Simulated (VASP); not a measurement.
# Ir (P6_3/mmc) in VASP: further runs

Aim: see how the results for Ir move with the level of theory and the settings. Levels: PBEsol, PBE. Tasks: vibrations by perturbation theory, elastic constants.

All numbers are computed with VASP 6.6.1; they aren't measurements. Logs are shortened: lines on timing, memory, paths and dates and some standing lists are left out, and cuts for length are marked.

## 1. The cell of the first run

It takes space group P6_3/mmc (No. 194, hexagonal). Conventional cell: a = 2.751 Å, b = 2.751 Å, c = 4.462 Å, α = 90.00°, β = 90.00°, γ = 120.00°. Within 3.6 Å of Ir (site symmetry -6m2) lie 12 Ir at 2.74 to 2.75 Å.

This isn't the form of Ir at room conditions, which is fcc.

## 2. Vibrations by perturbation theory, PBEsol

INCAR

```
ALGO     = Normal         # electronic algorithm
EDIFF    = 1E-8           # SCF threshold, eV
ENCUT    = 520            # plane-wave cutoff, eV
GGA      = PS             # functional
IBRION   = 8              # ionic algorithm
ISIF     = 2              # what is computed and relaxed
ISMEAR   = -1             # smearing method
LASPH    = T              # aspherical terms in the spheres
LCHARG   = F              # write CHGCAR
LREAL    = F              # projectors in reciprocal space
LWAVE    = F              # write WAVECAR
NBANDS   = 16             # bands
NELM     = 80             # most SCF steps
NSW      = 1              # ionic steps
PREC     = Accurate       # precision mode
SIGMA    = 0.05           # smearing width, eV
```

KPOINTS

```
k-points
0
Gamma
  8 8 5
```

POSCAR

```
Ir
1.0
    2.7513778946      0.0000000000      0.0000000000
   -1.3756889473      2.3827631521      0.0000000000
    0.0000000000      0.0000000000      4.4622900000
Ir
2
Direct
    0.3333333333      0.6666666667      0.2500000000
    0.6666666667      0.3333333333      0.7500000000
```

Potentials or basis: VASP PAW PBE potentials, release 64 (Ir).

On the command line:

```bash
cat potpaw_PBE.64/Ir/POTCAR > POTCAR
mpirun -np 1 vasp_std > vasp.out
```

OUTCAR:

```text
EDIFF = 1E-8
   ENCUT = 520
   GGA = PS
   IBRION = 8
   ISIF = 2
   ISMEAR = -1
   LASPH = T
   LREAL = F
   NELM = 80
   NSW = 1
   PREC = Accurate

 ion  position               nearest neighbor table
   1  0.333  0.667  0.250-   2 2.74   2 2.74   2 2.74   2 2.74   2 2.74   2 2.74
   2  0.667  0.333  0.750-   1 2.74   1 2.74   1 2.74   1 2.74   1 2.74   1 2.74

  LATTYP: Found a hexagonal cell.
 ALAT       =     2.7513778946
 C/A-ratio  =     1.6218382828

  Lattice vectors:

 A1 = (   2.7513778946,   0.0000000000,   0.0000000000)
 A2 = (  -1.3756889473,   2.3827631521,   0.0000000000)
 A3 = (   0.0000000000,   0.0000000000,   4.4622900000)

Analysis of symmetry for initial positions (statically):
=====================================================================
 Subroutine PRICEL returns:
 Original cell was already a primitive cell.

 Routine SETGRP: Setting up the symmetry group for a
 hexagonal supercell.

 Subroutine GETGRP returns: Found 24 space group operations
 (whereof 12 operations were pure point group operations)
 out of a pool of 24 trial point group operations.

The static configuration has the point symmetry D_3d.
 The point group associated with its full space group is D_6h.

Analysis of symmetry for dynamics (positions and initial velocities):
=====================================================================
 Subroutine PRICEL returns:
 Original cell was already a primitive cell.

 Routine SETGRP: Setting up the symmetry group for a
 hexagonal supercell.

 Subroutine GETGRP returns: Found 24 space group operations
 (whereof 12 operations were pure point group operations)
 out of a pool of 24 trial point group operations.

The dynamic configuration has the point symmetry D_3d.
 The point group associated with its full space group is D_6h.

 Subroutine INISYM returns: Found 24 space group operations
 (whereof 12 operations are pure point group operations),
 and found     1 'primitive' translations

----------------------------------------------------------------------------------------

                                     Primitive cell

  volume of cell :      29.2542

  direct lattice vectors                    reciprocal lattice vectors
     2.751377895  0.000000000  0.000000000     0.363454254  0.209840411  0.000000000
    -1.375688947  2.382763152  0.000000000     0.000000000  0.419680823  0.000000000
     0.000000000  0.000000000  4.462290000     0.000000000  0.000000000  0.224100182

  length of vectors
     2.751377895  2.751377895  4.462290000     0.419680823  0.419680823  0.224100182

  position of ions in fractional coordinates (direct lattice)
     0.333333333  0.666666667  0.250000000
     0.666666667  0.333333333  0.750000000

  ion indices of the primitive-cell ions
   primitive index   ion index
                 1           1
                 2           2

----------------------------------------------------------------------------------------

 KPOINTS: k-points

Automatic generation of k-mesh.
 Grid dimensions read from file:
 generate k-points for:    8    8    5

 Generating k-lattice:

  Cartesian coordinates                     Fractional coordinates (reciprocal lattice)
     0.045431782  0.026230051  0.000000000     0.125000000 -0.000000000  0.000000000
     0.000000000  0.052460103  0.000000000     0.000000000  0.125000000  0.000000000
     0.000000000  0.000000000  0.044820036     0.000000000  0.000000000  0.200000000

  Length of vectors
     0.052460103  0.052460103  0.044820036

[... 81 lines left out ...]
   IVDW    =     0    specifies the selected vdW correction
   LEPSILON=     F    determine dielectric tensor
   LRPA    =     F    only Hartree local field effects (RPA)
 non-spin polarized calculation
  energy-cutoff  :      520.00
  volume of cell :       29.25
 maximum number of plane-waves:       799
   NGX = 11   NGY = 11   NGZ = 17

--------------------------------------- Ionic step        1  -------------------------------------------

 number of electron      18.0000000 magnetization

 Free energy of the ion-electron system (eV)
  ---------------------------------------------------
  ext. energy  EPLUGINS =         0.00000000
  ---------------------------------------------------
  free energy    TOTEN  =       -19.37755376 eV

  energy without entropy =      -19.35238776  energy(sigma->0) =      -19.36497076

 E-fermi :   9.7766     XC(G=0): -13.9039

 val. band max:        9.7721806920   @ k =   0.3750   0.1250   0.0000
 cond. band min:       9.8262314461   @ k =   0.5000  -0.0000   0.4000
 fundamental gap:      0.0540507541
 Fermi energy:         9.7765551407

 k-point     1 :       0.0000    0.0000    0.0000
  band No.  band energies     occupation
      1      -1.1582      2.00000
      2       1.8999      2.00000
      3       6.0187      2.00000
      4       6.1238      2.00000
      5       6.1238      2.00000
      6       6.7516      2.00000
[... 433 lines left out ...]
      3       4.0142      2.00000
      4       4.4785      2.00000
      5       7.1676      2.00000
      6       7.1747      2.00000
[... 8 lines left out ...]
     15      24.2098      0.00000
     16      25.6259      0.00000

 [... further k-points ...]

------------------------ aborting loop because EDIFF is reached ----------------------------------------

  FORCE on cell =-STRESS in cart. coord.  units (eV):
  Direction    XX          YY          ZZ          XY          YZ          ZX
  --------------------------------------------------------------------------------------
  -------------------------------------------------------------------------------------
  Total       -1.8853912     -1.8853912     -2.1732621     -0.0000000     -0.0000000      0.0000000
  in kB     -103.2578692   -103.2578692   -119.0237915     -0.0000000     -0.0000000      0.0000000
  external PRESSURE =    -108.5131767 kB  Pullay stress =       0.0000000 kB

 VOLUME and BASIS-vectors are now :
 -----------------------------------------------------------------------------
  energy-cutoff  :      520.00
  volume of cell :       29.25
      direct lattice vectors                 reciprocal lattice vectors
     2.751377895  0.000000000  0.000000000     0.363454254  0.209840411  0.000000000
    -1.375688947  2.382763152  0.000000000     0.000000000  0.419680823  0.000000000
     0.000000000  0.000000000  4.462290000     0.000000000  0.000000000  0.224100182

 POSITION                                       TOTAL-FORCE (eV/Angst)
 -----------------------------------------------------------------------------------
     -0.00000      1.58851      1.11557         0.000000      0.000000      0.000000
      1.37569      0.79425      3.34672        -0.000000      0.000000      0.000000
 -----------------------------------------------------------------------------------
    total drift:                                0.000000     -0.000000     -0.000000

  FREE ENERGIE OF THE ION-ELECTRON SYSTEM (eV)
  ---------------------------------------------------
  free  energy   TOTEN  =       -19.3775537617 eV

  energy  without entropy=      -19.3523877562  energy(sigma->0) =      -19.36497076

[... ionic steps 2 to 3 ...]

--------------------------------------- Ionic step        4  -------------------------------------------

------------------------ aborting loop because EDIFF is reached ----------------------------------------

[... ionic steps 5 to 5 ...]

--------------------------------------- Ionic step        6  -------------------------------------------

 Free energy of the ion-electron system (eV)
  ---------------------------------------------------
  ---------------------------------------------------
  free energy    TOTEN  =        -0.21309007 eV

  energy without entropy =       -0.21309007

------------------------ aborting loop because EDIFF is reached ----------------------------------------

 INTERNAL STRAIN TENSOR  FOR ION    1  DIRECTION 3   (eV/Angst):
 -----------------------------------------------------------------------------
    -0.00032  0.00000 -0.00000
     0.00000 -0.00032 -0.00000
     0.00000  0.00000  0.01055

 INTERNAL STRAIN TENSOR FOR ION    2 for displacements in x,y,z  (eV/Angst):
          X           Y           Z          XY          YZ          ZX
  --------------------------------------------------------------------------------
  x     0.00000     0.00000     0.00000     0.03817     0.00000     0.00000
  y     0.03817    -0.03817    -0.00000    -0.00000     0.00000     0.00000
  z     0.00000     0.00000    -0.00000     0.00000     0.00000    -0.00000

 SECOND DERIVATIVES (NOT SYMMETRIZED)
 ------------------------------------
               1X          1Y          1Z          2X          2Y          2Z
  1X    -4.466318    0.000000    0.000000    4.466318    0.000000    0.000000
  1Y     0.000000   -4.466318    0.000000    0.000000    4.466318    0.000000
  1Z     0.000000   -0.000000  -12.075869    0.000000    0.000000   12.075869
  2X     4.466318    0.000000    0.000000   -4.466318    0.000000    0.000000
  2Y     0.000000    4.466318    0.000000    0.000000   -4.466318    0.000000
  2Z     0.000000    0.000000   12.075869    0.000000   -0.000000  -12.075869

 Eigenvectors and eigenvalues of the dynamical matrix
 ----------------------------------------------------

   1 f  =    5.541478 THz    34.818135 2PiTHz  184.843821 cm-1    22.917703 meV
             X         Y         Z           dx          dy          dz
     -0.000000  1.588509  1.115573     0.000000    0.000000    0.707107
      1.375689  0.794254  3.346718     0.000000    0.000000   -0.707107
[... 16 lines left out ...]
   5 f  =    0.000000 THz     0.000000 2PiTHz    0.000000 cm-1     0.000000 meV
             X         Y         Z           dx          dy          dz
     -0.000000  1.588509  1.115573     0.000000    0.000000    0.707107
      1.375689  0.794254  3.346718     0.000000    0.000000    0.707107

   6 f/i=    0.000000 THz     0.000000 2PiTHz    0.000001 cm-1     0.000000 meV
             X         Y         Z           dx          dy          dz
     -0.000000  1.588509  1.115573    -0.132769   -0.694530    0.000000
      1.375689  0.794254  3.346718    -0.132769   -0.694530    0.000000

--------------------------------------------------------------------------------------------------------

 ELASTIC MODULI CONTR FROM IONIC RELAXATION (kBar)
 Direction    XX          YY          ZZ          XY          YZ          ZX
 --------------------------------------------------------------------------------
 XX          -0.0179      0.0179      0.0000     -0.0000      0.0000     -0.0000
 YY           0.0179     -0.0179     -0.0000     -0.0000      0.0000      0.0000
 ZZ           0.0000     -0.0000     -0.0000     -0.0000      0.0000     -0.0000
 XY          -0.0000     -0.0000     -0.0000     -0.0179      0.0000      0.0000
 YZ           0.0000      0.0000      0.0000      0.0000      0.0000      0.0000
 ZX          -0.0000      0.0000     -0.0000      0.0000      0.0000     -0.0000
 --------------------------------------------------------------------------------
```

It took 1.9 min on 1 thread of AMD EPYC 7R13, shared host; peak memory 0.19 GiB.

What came out:

```yaml
Highest_phonon_frequency_at_Γ: 185 cm⁻¹
```

Phonon frequencies in cm⁻¹ (negative: imaginary):
| q point | frequencies |
| --- | --- |
| (0.000, 0.000, 0.000) | 0 0 0 112 112 185 |

Caveat: the cell stands under pressure or tension, which shifts response properties; the PAW data sets were made with another functional, which shifts forces and pressure a little; spin-orbit coupling is left out, which moves the levels of the heavy elements.

## 3. Elastic constants, PBE

INCAR

```
SYSTEM = Ir
  PREC = Accurate
  ENCUT = 600
  EDIFF = 1E-8
  ISMEAR = -1
  SIGMA = 0.05
  LREAL = .FALSE.
  LASPH = .TRUE.
  NELM = 60
  ALGO = Normal
  ISIF = 3
  LWAVE = .FALSE.
  LCHARG = .FALSE.
  GGA = PE
  NBANDS = 16
  IBRION = 6
  NFREE = 2
  POTIM = 0.015
  NSW = 1
```

KPOINTS

```
Automatic mesh
0
G
  8 8 5
  0 0 0
```

POSCAR is that of step 2.

Potentials or basis: VASP PAW PBE potentials, release 64 (Ir).

On the command line:

```bash
cat potpaw_PBE.64/Ir/POTCAR > POTCAR
mpirun -np 1 vasp_std > vasp.out
```

Wall time 10 min (1 thread of AMD EPYC 7R13, shared host); peak memory 0.2 GiB.

It converged, with:

| Property | Result |
| --- | --- |
| Voigt bulk modulus | 342 GPa |
| Highest phonon frequency at Γ | 192 cm⁻¹ |

Phonon frequencies in cm⁻¹ (negative: imaginary):
| q point | frequencies |
| --- | --- |
| (0.000, 0.000, 0.000) | 0 0 0 115 115 192 |

Elastic tensor in Voigt notation (GPa, in the Cartesian axes of the cell as first typed):
```
559 226 240   0   0   0
226 559 240   0   0   0
240 240 554   0   0   0
  0   0   0  95   0   0
  0   0   0   0  95   0
  0   0   0   0   0 167
```

Clamped-ion elastic tensor (GPa):
```
559 225 240   0   0   0
225 559 240   0   0   0
240 240 554   0   0   0
  0   0   0  95   0   0
  0   0   0   0  95   0
  0   0   0   0   0 167
```

Caveat: spin-orbit coupling is left out, which moves the levels of the heavy elements.
